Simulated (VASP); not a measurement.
# Ir (P6_3/mmc) in VASP: notebook

Runs on Ir. Level: r2SCAN. Tasks: single point.

Program: VASP 6.6.1. These are calculated values, not measurements. Logs are shortened: lines on timing, memory, paths and dates and some standing lists are left out, and cuts for length are marked.

### 1 The cell of the first run

The structure is hexagonal, space group P6_3/mmc (No. 194). Conventional cell: a = 2.751 Å, b = 2.751 Å, c = 4.462 Å, α = 90.00°, β = 90.00°, γ = 120.00°. Within 3.6 Å of Ir (site symmetry -6m2) lie 12 Ir at 2.74 to 2.75 Å.

### 2 Single point, r2SCAN

Input file POSCAR:

```
Ir
1.0
    2.7513778946      0.0000000000      0.0000000000
   -1.3756889473      2.3827631521      0.0000000000
    0.0000000000      0.0000000000      4.4622900000
Ir
2
Direct
    0.6666666667      0.3333333333      0.7500000000
    0.3333333333      0.6666666667      0.2500000000
```

Input file INCAR.step1:

```
PREC = Accurate ; ENCUT = 520
ISMEAR = 0 ; SIGMA = 0.15
LREAL = False ; LASPH = True
NELM = 100 ; NBANDS = 16
GGA = PE ; ALGO = Normal
EDIFF = 1E-4 ; LWAVE = True
LCHARG = False
```

Input file INCAR.step2:

```
PREC = Accurate ; ENCUT = 520
EDIFF = 1E-7 ; ISMEAR = 0
SIGMA = 0.15 ; LREAL = False
LASPH = True ; NELM = 100
ALGO = Normal ; ISIF = 2
LWAVE = False ; LCHARG = False
METAGGA = R2SCAN ; LMIXTAU = True
NBANDS = 16 ; ISTART = 1
```

Input file KPOINTS:

```
Automatic mesh
0
Gamma
  18 18 12
```

Potentials or basis: VASP PAW PBE potentials, release 64 (Ir).

Launch:

```console
> cat potpaw_PBE.64/Ir/POTCAR > POTCAR
> cp INCAR.step1 INCAR
> mpirun -np 1 vasp_std > vasp.out
> cp INCAR.step2 INCAR
> mpirun -np 1 vasp_std > vasp.out
```

OUTCAR:

```text
PREC = Accurate
   ENCUT = 520
   EDIFF = 1E-7
   ISMEAR = 0
   LREAL = False
   LASPH = True
   NELM = 100
   ISIF = 2
   METAGGA = R2SCAN
   ISTART = 1

 ion  position               nearest neighbor table
   1  0.667  0.333  0.750-   2 2.74   2 2.74   2 2.74   2 2.74   2 2.74   2 2.74
   2  0.333  0.667  0.250-   1 2.74   1 2.74   1 2.74   1 2.74   1 2.74   1 2.74

  LATTYP: Found a hexagonal cell.
 ALAT       =     2.7513778946
 C/A-ratio  =     1.6218382828

  Lattice vectors:

 A1 = (   2.7513778946,   0.0000000000,   0.0000000000)
 A2 = (  -1.3756889473,   2.3827631521,   0.0000000000)
 A3 = (   0.0000000000,   0.0000000000,   4.4622900000)

Analysis of symmetry for initial positions (statically):
=====================================================================
 Subroutine PRICEL returns:
 Original cell was already a primitive cell.

 Routine SETGRP: Setting up the symmetry group for a
 hexagonal supercell.

 Subroutine GETGRP returns: Found 24 space group operations
 (whereof 12 operations were pure point group operations)
 out of a pool of 24 trial point group operations.

The static configuration has the point symmetry D_3d.
 The point group associated with its full space group is D_6h.

Analysis of symmetry for dynamics (positions and initial velocities):
=====================================================================
 Subroutine PRICEL returns:
 Original cell was already a primitive cell.

 Routine SETGRP: Setting up the symmetry group for a
 hexagonal supercell.

 Subroutine GETGRP returns: Found 24 space group operations
 (whereof 12 operations were pure point group operations)
 out of a pool of 24 trial point group operations.

The dynamic configuration has the point symmetry D_3d.
 The point group associated with its full space group is D_6h.

 Subroutine INISYM returns: Found 24 space group operations
 (whereof 12 operations are pure point group operations),
 and found     1 'primitive' translations

----------------------------------------------------------------------------------------

                                     Primitive cell

  volume of cell :      29.2542

  direct lattice vectors                    reciprocal lattice vectors
     2.751377895  0.000000000  0.000000000     0.363454254  0.209840411  0.000000000
    -1.375688947  2.382763152  0.000000000     0.000000000  0.419680823  0.000000000
     0.000000000  0.000000000  4.462290000     0.000000000  0.000000000  0.224100182

  length of vectors
     2.751377895  2.751377895  4.462290000     0.419680823  0.419680823  0.224100182

[... 77 lines left out ...]
   LASPH  =      T    aspherical Exc in radial PAW
   ENCUT  =  520.0 eV  38.22 Ry    6.18 a.u.   5.12  5.12  8.30*2*pi/ulx,y,z
   NELM   =    100;   NELMIN=  2; NELMDL=  0     # of ELM steps
   EDIFF  = 0.1E-06   stopping-criterion for ELM
   LREAL  =      F    real-space projection
   EDIFFG = 0.1E-05   stopping-criterion for IOM
   NSW    =      0    number of steps for IOM
   IBRION =     -1    ionic relax: 0-MD 1-quasi-New 2-CG
   NFREE  =      0    steps in history (QN), initial steepest desc. (CG)
   ISIF   =      2    stress and relaxation
   ISYM   =      2    0-nonsym 1-usesym 2-fastsym
   POTIM  = 0.5000    time-step for ionic-motion
   TEBEG  =    0.0;   TEEND  =   0.0 temperature during run
   PSTRESS=    0.0 pullay stress
   NELECT =      18.0000    total number of electrons
   NUPDOWN=      -1.0000    fix difference up-down
   EMIN   =  10.00;   EMAX   =-10.00  energy-range for DOS
   EFERMI =   0.00;   METHOD = LEGACY
   ISMEAR =     0;   SIGMA  =   0.15  broadening in eV -4-tet -1-fermi 0-gaus
   EFERMI_NEDOS =   21; number of points for ismear=-14 and -15
   IALGO  =     38    algorithm
   IMIX   =      4    mixing-type and parameters
     AMIX     =   0.40;   BMIX     =  1.00
     AMIX_MAG =   1.60;   BMIX_MAG =  1.00
  volume/ion in A,a.u.               =      14.63        98.71
  Fermi-wavevector in a.u.,A,eV,Ry     =   1.392417  2.631287 26.379323  1.938826
  Thomas-Fermi vector in A             =   2.516162
   LORBIT       =      0    0 simple, 1 ext, 2 COOP (PROOUT), +10 PAW based schemes
   METAGGA = R2SCAN    functional components
   LHFCALC =     F    Hartree Fock is set to
   AEXX    =    0.0000 exact exchange contribution
   IVDW    =     0    specifies the selected vdW correction
   LEPSILON=     F    determine dielectric tensor
   LRPA    =     F    only Hartree local field effects (RPA)
 non-spin polarized calculation
 Gauss-broadening in eV      SIGMA  =   0.15
  energy-cutoff  :      520.00
  volume of cell :       29.25
 maximum number of plane-waves:       801
   NGX = 11   NGY = 11   NGZ = 17

 number of electron      18.0000000 magnetization

 Free energy of the ion-electron system (eV)
  ---------------------------------------------------
  ext. energy  EPLUGINS =         0.00000000
  ---------------------------------------------------
  free energy    TOTEN  =      -104.55828880 eV

  energy without entropy =     -104.53304357  energy(sigma->0) =     -104.54566619

 E-fermi :   9.7450     XC(G=0): -15.1052

 val. band max:        9.7438899343   @ k =   0.3889  -0.0000   0.0000
 cond. band min:       9.7551549176   @ k =   0.3889   0.0556   0.1667
 fundamental gap:      0.0112649833
 Fermi energy:         9.7449667164

 k-point     1 :       0.0000    0.0000    0.0000
  band No.  band energies     occupation
      1      -1.5612      2.00000
      2       1.5665      2.00000
      3       5.8319      2.00000
      4       5.9345      2.00000
      5       5.9345      2.00000
      6       6.5772      2.00000
[... 433 lines left out ...]
      3       3.0100      2.00000
      4       5.5246      2.00000
      5       5.7249      2.00000
      6       6.1693      2.00000
[... 8 lines left out ...]
     15      20.5070      0.00000
     16      23.4076      0.00000

 [... further k-points ...]
[... 5 lines left out ...]
  --------------------------------------------------------------------------------------
  -------------------------------------------------------------------------------------
  Total       -1.1990554     -1.1990554     -1.2337034     -0.0000000      0.0000000      0.0000000
  in kB      -65.6690792    -65.6690792    -67.5666557     -0.0000000      0.0000000      0.0000000
  external PRESSURE =     -66.3016047 kB  Pullay stress =       0.0000000 kB

 VOLUME and BASIS-vectors are now :
 -----------------------------------------------------------------------------
  energy-cutoff  :      520.00
  volume of cell :       29.25
      direct lattice vectors                 reciprocal lattice vectors
     2.751377895  0.000000000  0.000000000     0.363454254  0.209840411  0.000000000
    -1.375688947  2.382763152  0.000000000     0.000000000  0.419680823  0.000000000
     0.000000000  0.000000000  4.462290000     0.000000000  0.000000000  0.224100182

 POSITION                                       TOTAL-FORCE (eV/Angst)
 -----------------------------------------------------------------------------------
      1.37569      0.79425      3.34672        -0.000000     -0.000000      0.000000
     -0.00000      1.58851      1.11557         0.000000      0.000000      0.000000
 -----------------------------------------------------------------------------------
    total drift:                                0.000000     -0.000000     -0.000000

  FREE ENERGIE OF THE ION-ELECTRON SYSTEM (eV)
  ---------------------------------------------------
  free  energy   TOTEN  =      -104.5582888016 eV

  energy  without entropy=     -104.5330435734  energy(sigma->0) =     -104.54566619
```

OUTCAR.step1:

```text
PREC = Accurate
   ENCUT = 520
   ISMEAR = 0
   LREAL = False
   LASPH = True
[... 680 lines left out ...]
      1.37569      0.79425      3.34672        -0.000000      0.000000      0.000000
     -0.00000      1.58851      1.11557         0.000000      0.000000      0.000000
 -----------------------------------------------------------------------------------
    total drift:                                0.000000     -0.000000     -0.000000

  FREE ENERGIE OF THE ION-ELECTRON SYSTEM (eV)
  ---------------------------------------------------
  free  energy   TOTEN  =       -17.5657266218 eV

  energy  without entropy=      -17.5395636917  energy(sigma->0) =      -17.55264516
```

It used 540 s of CPU time on 1 thread of AMD EPYC 7R13 Processor (Zen 3), on a shared host.

What came out:

```yaml
Free_energy: -104.5583 eV
Pressure: -6.6 GPa
Band_gap_on_the_k_mesh: zero (band 9 reaches 10.67 eV, above the bottom of band 10 at 7.40 eV)
```

Levels at points of the mesh, in eV from the Fermi level:
| k point | band 5 | band 6 | band 7 | band 8 | band 9 | band 10 | band 11 | band 12 | band 13 | band 14 |
| --- | --- | --- | --- | --- | --- | --- | --- | --- | --- | --- |
| (0.00, 0.00, 0.00) | -3.81 | -3.17 | -3.17 | -2.38 | -2.38 | -0.71 | 0.25 | 0.25 | 7.14 | 15.16 |
| (0.50, 0.00, 0.00) | -3.57 | -3.41 | -2.97 | 0.68 | 0.92 | 1.09 | 2.96 | 4.45 | 8.50 | 10.49 |
| (0.00, 0.00, 0.50) | -3.94 | -3.94 | -3.94 | -3.94 | -0.49 | -0.49 | -0.49 | -0.49 | 14.34 | 14.34 |
| (0.50, 0.00, 0.50) | -2.13 | -2.13 | -0.92 | -0.92 | 0.93 | 0.93 | 2.05 | 2.05 | 7.78 | 7.78 |

Caveat: the PAW data sets were made with another functional, which shifts forces and pressure a little; spin-orbit coupling is left out, which moves the levels of the heavy elements.

### 3 Single point, r2SCAN

POSCAR is that of step 2.

Input file INCAR.step1:

```
SYSTEM = Ir
ALGO = Normal ; EDIFF = 1E-4
ENCUT = 520 ; GGA = PE
ISMEAR = 0 ; LASPH = .True.
LCHARG = .False. ; LREAL = .False.
LWAVE = .True. ; NBANDS = 16
NELM = 60 ; PREC = Accurate
SIGMA = 0.15
```

Input file INCAR.step2:

```
SYSTEM = Ir
ALGO = Normal ; EDIFF = 1E-7
ENCUT = 520 ; ISIF = 2
ISMEAR = 0 ; ISTART = 1
LASPH = .True. ; LCHARG = .True.
LELF = .True. ; LMIXTAU = .True.
LREAL = .False. ; LVHAR = .True.
LWAVE = .False. ; METAGGA = R2SCAN
NBANDS = 16 ; NELM = 60
PREC = Accurate ; SIGMA = 0.15
```

Input file KPOINTS:

```
k-points
0
Gamma
  24 24 12
  0 0 0
```

Potentials or basis: VASP PAW PBE potentials, release 64 (Ir).

Launch:

```console
> cat potpaw_PBE.64/Ir/POTCAR > POTCAR
> cp INCAR.step1 INCAR
> mpirun -np 1 vasp_std > vasp.out
> cp INCAR.step2 INCAR
> mpirun -np 1 vasp_std > vasp.out
```

Run time: 17 min. Hardware: 1 thread of AMD EPYC 7R43 (Zen 3), shared host; peak memory 0.24 GiB.

It converged, with:

* Free energy: -104.5558 eV
* Pressure: -6.6 GPa
* Band gap on the k mesh: zero (band 9 reaches 10.67 eV, above the bottom of band 10 at 7.40 eV)

Stress tensor (GPa, compression positive):
```
-6.64  0.00  0.00
 0.00 -6.64  0.00
 0.00  0.00 -6.55
```

Levels at points of the mesh, in eV from the Fermi level:
```tsv
k point	band 5	band 6	band 7	band 8	band 9	band 10	band 11	band 12	band 13	band 14
(0.00, 0.00, 0.00)	-3.81	-3.17	-3.17	-2.38	-2.38	-0.71	0.26	0.26	7.14	15.16
(0.50, 0.00, 0.00)	-3.57	-3.41	-2.97	0.68	0.92	1.09	2.96	4.45	8.50	10.49
(0.00, 0.00, 0.50)	-3.94	-3.94	-3.94	-3.94	-0.49	-0.49	-0.49	-0.49	14.34	14.34
(0.50, 0.00, 0.50)	-2.13	-2.13	-0.92	-0.92	0.93	0.93	2.05	2.05	7.79	7.79
```

Caveat: the PAW data sets were made with another functional, which shifts forces and pressure a little; spin-orbit coupling is left out, which moves the levels of the heavy elements.
